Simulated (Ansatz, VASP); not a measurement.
**ZrH5: VASP beside Ansatz**

```
CELL_PARAMETERS angstrom
1.74277 -2.85410 0.00000
1.74277 2.85410 0.00000
0.00000 0.00000 5.41761
ATOMIC_POSITIONS crystal
Zr 0.50000 0.50000 0.38347
H 0.68018 0.31982 0.68183
H 0.31982 0.68018 0.68183
H 0.50000 0.50000 0.73352
H 0.83841 0.16159 0.25719
H 0.16159 0.83841 0.25719
```

Alike in both runs: functional PBE; k mesh 5 × 5 × 3; occupations gaussian, width 0.2 eV; no spin polarisation.

Ansatz relaxed the structure, and its values are those at the end. VASP's run is a single point on that final structure, the one shown.

|  | VASP | Ansatz |
| --- | --- | --- |
| version | VASP 6.6.1 | Ansatz 0.2.0 |
| potentials or method | VASP PAW PBE potentials, release 64 (Zr_sv, H), cutoff 500 eV | scalar-relativistic, plane waves, PAW |
| valence electrons in the cell | 17 | 17 |

Ansatz gave:

| Quantity | Value |
| --- | --- |
| gap on the k mesh at the Fermi level (eV) | none |
| pressure (GPa) | 0.4 |
| rms of the force components (eV/Å) | 0.028 |

Problem. Estimate VASP's values.

Solution. gap on the k mesh at the Fermi level (eV): none; pressure (GPa): 0.2; rms of the force components (eV/Å): 0.029.

A gap of «none» marks a metal or a gap that the smearing closes.

The k mesh is coarse, so the values compare programs but aren't converged.
